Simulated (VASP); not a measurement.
# Ge3W2 (P4/mmm) in VASP: single point with PBE

Aim: the single point of Ge3W2 with PBE.

All numbers are computed with VASP 6.6.1; they aren't measurements. Logs are shortened: lines on timing, memory, paths and dates and some standing lists are left out, and cuts for length are marked.

## 1. The cell of the first run

Symmetry: P4/mmm, No. 123, tetragonal system. Conventional cell: a = 5.170 Å, b = 5.170 Å, c = 4.879 Å, α = 90.00°, β = 90.00°, γ = 90.00°. Within 3.4 Å of Ge (site symmetry mmm) lie 2 W at 2.58 Å and 2 Ge at 2.58 Å. Ge (site symmetry 4/mmm) has 4 Ge at 2.58 Å within 3.4 Å. Within 3.2 Å of W (site symmetry 4/mmm) lie 2 W at 2.44 Å. Within 3.2 Å of W (site symmetry 4/mmm) lie 2 W at 2.44 Å and 4 Ge at 2.58 Å.

## 2. Single point, PBE

The input, INCAR:

```
PREC = Accurate ; ENCUT = 520
EDIFF = 1E-7 ; ISMEAR = 0
SIGMA = 0.1 ; LREAL = F
LASPH = T ; NELM = 80
ALGO = Normal ; ISIF = 2
LWAVE = F ; LCHARG = T
GGA = PE ; LELF = T
LVHAR = T ; NBANDS = 43
```

The input, KPOINTS:

```
regular mesh
0
Gamma
  4 4 4
```

The input, POSCAR:

```
Ge3W2
1.0
    5.1698220249      0.0000000000      0.0000000000
    0.0000000000      4.8787271157      0.0000000000
    0.0000000000      0.0000000000      5.1699477888
Ge W
3 2
Direct
    0.0000000000      0.0000000000      0.5000000000
    0.5000000000      0.0000000000      0.0000000000
    0.0000000000      0.0000000000      0.0000000000
    0.5000000000      0.5000000000      0.5000000000
    0.5000000000      0.0000000000      0.5000000000
```

Potentials or basis: VASP PAW PBE potentials, release 64 (Ge_d, W_sv).

Run with:

```
cat potpaw_PBE.64/Ge_d/POTCAR potpaw_PBE.64/W_sv/POTCAR > POTCAR
mpirun -np 1 vasp_std > vasp.out
```

OUTCAR:

```text
PREC = Accurate
   ENCUT = 520
   EDIFF = 1E-7
   ISMEAR = 0
   LREAL = F
   LASPH = T
   NELM = 80
   ISIF = 2
   GGA = PE

 ion  position               nearest neighbor table
   1  0.000  0.000  0.500-   5 2.58   5 2.58   3 2.58   3 2.58
   2  0.500  0.000  0.000-   3 2.58   3 2.58   5 2.58   5 2.58
   3  0.000  0.000  0.000-   2 2.58   2 2.58   1 2.58   1 2.58
   4  0.500  0.500  0.500-   5 2.44   5 2.44
   5  0.500  0.000  0.500-   4 2.44   4 2.44   1 2.58   1 2.58   2 2.58   2 2.58

  LATTYP: Found a simple orthorhombic cell.
 ALAT       =     4.8787271157
 B/A-ratio  =     1.0596661593
 C/A-ratio  =     1.0596919373

  Lattice vectors:

 A1 = (   0.0000000000,  -4.8787271157,   0.0000000000)
 A2 = (   5.1698220249,   0.0000000000,   0.0000000000)
 A3 = (   0.0000000000,   0.0000000000,   5.1699477888)

Analysis of symmetry for initial positions (statically):
=====================================================================
 Subroutine PRICEL returns:
 Original cell was already a primitive cell.

 Routine SETGRP: Setting up the symmetry group for a
 simple orthorhombic supercell.

 Subroutine GETGRP returns: Found  8 space group operations
 (whereof  8 operations were pure point group operations)
 out of a pool of  8 trial point group operations.

The static configuration has the point symmetry D_2h.

Analysis of symmetry for dynamics (positions and initial velocities):
=====================================================================
 Subroutine PRICEL returns:
 Original cell was already a primitive cell.

 Routine SETGRP: Setting up the symmetry group for a
 simple orthorhombic supercell.

 Subroutine GETGRP returns: Found  8 space group operations
 (whereof  8 operations were pure point group operations)
 out of a pool of  8 trial point group operations.

The dynamic configuration has the point symmetry D_2h.

 Subroutine INISYM returns: Found  8 space group operations
 (whereof  8 operations are pure point group operations),
 and found     1 'primitive' translations

----------------------------------------------------------------------------------------

[... 89 lines left out ...]
   PREC   = accura    normal or accurate (medium, high low for compatibility)
   ISTART =      0    job   : 0-new  1-cont  2-samecut
   ICHARG =      2    charge: 1-file 2-atom 10-const
   ISPIN  =      1    spin polarized calculation?
   LNONCOLLINEAR =      F non collinear calculations
   LSORBIT =      F    spin-orbit coupling
   LASPH  =      T    aspherical Exc in radial PAW
   ENCUT  =  520.0 eV  38.22 Ry    6.18 a.u.   9.61  9.07  9.61*2*pi/ulx,y,z
   NELM   =     80;   NELMIN=  2; NELMDL= -5     # of ELM steps
   EDIFF  = 0.1E-06   stopping-criterion for ELM
   LREAL  =      F    real-space projection
   EDIFFG = 0.1E-05   stopping-criterion for IOM
   NSW    =      0    number of steps for IOM
   IBRION =     -1    ionic relax: 0-MD 1-quasi-New 2-CG
   NFREE  =      0    steps in history (QN), initial steepest desc. (CG)
   ISIF   =      2    stress and relaxation
   ISYM   =      2    0-nonsym 1-usesym 2-fastsym
   POTIM  = 0.5000    time-step for ionic-motion
   TEBEG  =    0.0;   TEEND  =   0.0 temperature during run
   PSTRESS=    0.0 pullay stress
   NELECT =      70.0000    total number of electrons
   NUPDOWN=      -1.0000    fix difference up-down
   EMIN   =  10.00;   EMAX   =-10.00  energy-range for DOS
   EFERMI =   0.00;   METHOD = LEGACY
   ISMEAR =     0;   SIGMA  =   0.10  broadening in eV -4-tet -1-fermi 0-gaus
   EFERMI_NEDOS =   21; number of points for ismear=-14 and -15
   IALGO  =     38    algorithm
   IMIX   =      4    mixing-type and parameters
     AMIX     =   0.40;   BMIX     =  1.00
     AMIX_MAG =   1.60;   BMIX_MAG =  1.00
  volume/ion in A,a.u.               =      26.08       175.99
  Fermi-wavevector in a.u.,A,eV,Ry     =   1.330510  2.514299 24.085800  1.770256
  Thomas-Fermi vector in A             =   2.459591
   LORBIT       =      0    0 simple, 1 ext, 2 COOP (PROOUT), +10 PAW based schemes
   GGA     = PE    functional components
   LHFCALC =     F    Hartree Fock is set to
   AEXX    =    0.0000 exact exchange contribution
   IVDW    =     0    specifies the selected vdW correction
   LEPSILON=     F    determine dielectric tensor
   LRPA    =     F    only Hartree local field effects (RPA)
 non-spin polarized calculation
 Gauss-broadening in eV      SIGMA  =   0.10
  energy-cutoff  :      520.00
  volume of cell :      130.40
 maximum number of plane-waves:      3546
 NGX is ok and might be reduce to    40
   NGX = 19   NGY = 19   NGZ = 19

 number of electron      70.0000050 magnetization

 Free energy of the ion-electron system (eV)
  ---------------------------------------------------
  ext. energy  EPLUGINS =         0.00000000
  ---------------------------------------------------
  free energy    TOTEN  =       -31.26591572 eV

  energy without entropy =      -31.22106600  energy(sigma->0) =      -31.24349086

 E-fermi :   4.2450     XC(G=0):  -9.7870

 val. band max:        4.2404190490   @ k =   0.5000   0.2500   0.0000
 cond. band min:       4.2466590452   @ k =   0.2500   0.0000   0.5000
 fundamental gap:      0.0062399962
 Fermi energy:         4.2450387991

 k-point     1 :       0.0000    0.0000    0.0000
  band No.  band energies     occupation
      1     -70.1115      2.00000
      2     -69.4826      2.00000
      3     -35.0953      2.00000
      4     -34.3514      2.00000
      5     -34.3514      2.00000
      6     -33.8255      2.00000
[... 1093 lines left out ...]
     42       7.2494      0.00000
     43       7.2795      0.00000

 [... further k-points ...]
[... 5 lines left out ...]
  --------------------------------------------------------------------------------------
  -------------------------------------------------------------------------------------
  Total       -0.1157836      0.3396573     -0.1189720     -0.0000000      0.0000000      0.0000000
  in kB       -1.4226216      4.1733352     -1.4617971     -0.0000000      0.0000000      0.0000000
  external PRESSURE =       0.4296388 kB  Pullay stress =       0.0000000 kB

 VOLUME and BASIS-vectors are now :
 -----------------------------------------------------------------------------
  energy-cutoff  :      520.00
  volume of cell :      130.40
      direct lattice vectors                 reciprocal lattice vectors
     5.169822025  0.000000000  0.000000000     0.193430256  0.000000000  0.000000000
     0.000000000  4.878727116  0.000000000     0.000000000  0.204971497  0.000000000
     0.000000000  0.000000000  5.169947789     0.000000000  0.000000000  0.193425551

 POSITION                                       TOTAL-FORCE (eV/Angst)
 -----------------------------------------------------------------------------------
      0.00000      0.00000      2.58497         0.000000      0.000000      0.000000
      2.58491      0.00000      0.00000         0.000000      0.000000      0.000000
      0.00000      0.00000      0.00000         0.000000      0.000000      0.000000
      2.58491      2.43936      2.58497         0.000000      0.000000      0.000000
      2.58491      0.00000      2.58497         0.000000      0.000000      0.000000
 -----------------------------------------------------------------------------------
    total drift:                               -0.000000      0.000000     -0.000000

  FREE ENERGIE OF THE ION-ELECTRON SYSTEM (eV)
  ---------------------------------------------------
  free  energy   TOTEN  =       -31.2659157182 eV

  energy  without entropy=      -31.2210659958  energy(sigma->0) =      -31.24349086
```

OSZICAR:

```text
N       E                     dE             d eps       ncg     rms          rms(c)
DAV:   1     0.836565708190E+03    0.83657E+03   -0.37097E+04  2890   0.362E+03
DAV:   2     0.908955048140E+02   -0.74567E+03   -0.73077E+03  2322   0.893E+02
DAV:   3    -0.260642263533E+02   -0.11696E+03   -0.11431E+03  2628   0.226E+02
DAV:   4    -0.333682200676E+02   -0.73040E+01   -0.71122E+01  2841   0.593E+01
DAV:   5    -0.336094602158E+02   -0.24124E+00   -0.23857E+00  3006   0.110E+01    0.220E+01
DAV:   6    -0.354048939112E+02   -0.17954E+01   -0.49761E+01  2986   0.222E+01    0.168E+01
DAV:   7    -0.318099611455E+02    0.35949E+01   -0.35535E+01  2582   0.153E+01    0.902E+00
DAV:   8    -0.312842215036E+02    0.52574E+00   -0.29021E+00  2513   0.744E+00    0.150E+00
DAV:   9    -0.312730608061E+02    0.11161E-01   -0.25121E-01  2964   0.289E+00    0.874E-01
DAV:  10    -0.312668530773E+02    0.62077E-02   -0.22459E-02  2819   0.118E+00    0.387E-01
DAV:  11    -0.312658013730E+02    0.10517E-02   -0.41415E-03  3012   0.787E-01    0.149E-01
DAV:  12    -0.312658696857E+02   -0.68313E-04   -0.15423E-03  2813   0.469E-01    0.677E-02
DAV:  13    -0.312659075365E+02   -0.37851E-04   -0.19716E-04  2891   0.113E-01    0.172E-02
DAV:  14    -0.312659137658E+02   -0.62293E-05   -0.36805E-05  2699   0.782E-02    0.637E-03
DAV:  15    -0.312659157172E+02   -0.19514E-05   -0.42512E-06  2807   0.161E-02    0.216E-03
DAV:  16    -0.312659157182E+02   -0.10386E-08   -0.51068E-07  2412   0.774E-03
   1 F= -.31265916E+02 E0= -.31243491E+02  d E =-.448497E-01
```

stdout:

```text
POSCAR found type information on POSCAR GeW
 POSCAR found :  2 types and       5 ions
 scaLAPACK will be used
 LDA part: xc-table for (Slater+PW92), standard interpolation
 POSCAR, INCAR and KPOINTS ok, starting setup
 FFT: planning ... GRIDC
 FFT: planning ... GRID_SOFT
 FFT: planning ... GRID
 WAVECAR not read
 entering main loop
```

It took 2.9 min on 1 thread of Intel Xeon Platinum 8375C at 2.90GHz (Ice Lake), shared host; peak memory 0.29 GiB.

What came out:

```yaml
Free_energy: -31.2659 eV
Pressure: 0.0 GPa
Band_gap_on_the_k_mesh: zero (band 35 reaches 4.77 eV, above the bottom of band 36 at 4.13 eV)
```

Caveat: spin-orbit coupling is left out, which moves the levels of the heavy elements.
